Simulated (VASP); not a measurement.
ZnS:

```
Zn S
1.0
     0.00000    2.64684    2.64684
     2.64684    0.00000    2.64684
     2.64684    2.64684    0.00000
Zn S
1 1
Cartesian
  3.9703 3.9703 3.9703
  0.0000 0.0000 0.0000
```

Base run:

```yaml
Program: VASP 6.6.1
Functional: PBE0
Potentials_or_basis: VASP PAW PBE potentials, release 64 (Zn, S)
Cutoff: 520 eV
k_mesh: 5 × 5 × 5
Occupations: fermi-dirac, width 0.05 eV
Spin: no spin polarisation
```

Its results: band gap on the k mesh 4.34 eV; pressure 6.3 GPa.

The run is repeated on the same cell with these changes: functional from PBE0 to PBEsol-based global hybrid with 25 % exact exchange. What comes out?

Band gap on the k mesh 4.21 eV; pressure 3.4 GPa.

Caveats: the cell stands under pressure; the PAW data sets were made with another functional, which shifts forces and pressure a little.

